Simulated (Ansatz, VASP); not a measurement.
**F: VASP beside Ansatz**

```
CELL_PARAMETERS angstrom
2.86425 0.00000 0.00000
-1.43213 2.48052 0.00000
0.00000 0.00000 2.88119
ATOMIC_POSITIONS crystal
F 0.33333 0.66667 0.25000
F 0.66667 0.33333 0.75000
```

Change from the starting cell: volume scaled by 0.96, PAW files.

Alike in both runs: task electric field gradients; functional PBE; k mesh 19 × 19 × 10; occupations fermi-dirac, width 0.08 eV; no spin polarisation.

|  | VASP | Ansatz |
| --- | --- | --- |
| version | VASP 6.6.1 | Ansatz 0.2.0 |
| potentials or method | VASP PAW PBE potentials, release 64 (F) | PAW with Ansatz's default frozen-core files, scalar-relativistic |
| plane-wave cutoff (eV) | 520 | 420 |
| valence electrons in the cell | 14 | 14 |

|  | VASP | Ansatz | Ansatz less VASP |
| --- | --- | --- | --- |
| pressure (GPa) | 1.8 | 2.6 | +0.79 |
| traceless stress, the component that is largest in VASP (GPa) | 0.66 | 0.67 | +0.014 |
| size of Vzz on the site where it differs most (V/Å²) | 94.8 | 93.4 | -1.36 |
